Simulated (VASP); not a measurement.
Input of a VASP 6.6.1 run:

Contents of INCAR:

```
SYSTEM = Al
  PREC = Accurate
  ENCUT = 520
  EDIFF = 1E-6
  ISMEAR = 0
  SIGMA = 0.1
  LREAL = .FALSE.
  LASPH = .TRUE.
  NELM = 60
  ALGO = Fast
  ISIF = 2
  LWAVE = .FALSE.
  LCHARG = .TRUE.
  GGA = PS
  LELF = .TRUE.
  LVHAR = .TRUE.
  NBANDS = 10
```

File KPOINTS:

```
Automatic mesh
0
G
  18 18 14
  0 0 0
```

POSCAR

```
Al
1.0
    2.0679271891      2.0679271891      0.0000000000
   -2.0679271891      2.0679271891      0.0000000000
    0.0000000000      0.0000000000      3.9431155334
Al
2
Direct
    0.0000000000      0.0000000000      0.0000000000
    0.5000000000      0.5000000000      0.5000000000
```

Potentials or basis: VASP PAW PBE potentials, release 64 (Al).

Command:

```bash
$ cat potpaw_PBE.64/Al/POTCAR > POTCAR
$ mpirun -np 1 vasp_std > vasp.out
```

**Question.** Estimate the pressure.

**Answer.** -2.9 GPa.

**Question.** Predict the band gap on the k mesh.

**Answer.** Zero (band 3 reaches 14.68 eV, above the bottom of band 4 at 3.39 eV).

Stress tensor (GPa, compression positive):
```
-3.20  0.00  0.00
 0.00 -3.20  0.00
 0.00  0.00 -2.22
```

Caveat: the cell differs from its parent crystal (biaxial strain in the a-b plane: +3.0 %); the PAW data sets were made with another functional, which shifts forces and pressure a little.
